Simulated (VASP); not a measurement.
Write the native input for VASP 6.6.1 that does the following.

| Quantity | Value |
| --- | --- |
| Task | relaxation of cell and atoms |
| Functional | PBEsol |
| Potentials or basis | VASP PAW PBE potentials, release 64 (Be, Ge_d) |
| Cutoff | 600 eV |
| k mesh | 9 × 9 × 10 |
| Occupations | gaussian, width 0.1 eV |
| Spin | no spin polarisation |
| Dipole correction | no |
| Further INCAR settings | ALGO = Normal; EDIFF = 1e-06; IBRION = 2; EDIFFG = -0.005; NSW = 100; ISIF = 3 |

The structure of Be5Ge lies in POSCAR:

```
Be5Ge
1.0
    4.4090319617      0.0000000000      0.0000000000
   -2.2045159808      3.8183336850      0.0000000000
    0.0000000000      0.0000000000      3.5929741809
Be Ge
5 1
Direct
    0.3333333333      0.6666666667      0.0000000000
    0.6666666667      0.3333333333      0.0000000000
    0.5000000000      0.0000000000      0.5000000000
    0.5000000000      0.5000000000      0.5000000000
    0.0000000000      0.5000000000      0.5000000000
    0.0000000000      0.0000000000      0.0000000000
```

The input as run:

INCAR

```
PREC = Accurate ; ENCUT = 600
EDIFF = 1E-6 ; ISMEAR = 0
SIGMA = 0.1 ; LREAL = F
LASPH = T ; NELM = 100
ALGO = Normal ; ISIF = 3
LWAVE = F ; LCHARG = F
GGA = PS ; IBRION = 2
NSW = 100 ; EDIFFG = -0.005
```

KPOINTS

```
regular mesh
0
Gamma
  9 9 10
```

Potentials or basis: VASP PAW PBE potentials, release 64 (Be, Ge_d).

Run with:

```sh
$ cat potpaw_PBE.64/Be/POTCAR potpaw_PBE.64/Ge_d/POTCAR > POTCAR
$ mpirun -np 1 vasp_std > vasp.out
```

Results of the run:

* Relaxed volume: 10.09 Å³/atom
* Relaxed cell: a = 4.410 Å, b = 4.410 Å, c = 3.594 Å, α = 90.00°, β = 90.00°, γ = 120.00°
* Space group after relaxing (to 0.05 Å): P6/mmm (No. 191)
* Energy gained by relaxing: 0.0 meV/atom
* Ionic steps: 2
* Pressure after relaxing: 0.0 GPa
* Band gap on the k mesh: zero (band 12 reaches 7.72 eV, above the bottom of band 13 at 4.58 eV)

Caveat: the PAW data sets were made with another functional, which shifts forces and pressure a little.

It took 63 s on 1 thread of Intel(R) Xeon(R) Platinum 8488C (Sapphire Rapids) (shared host), peak memory 0.24 GiB.
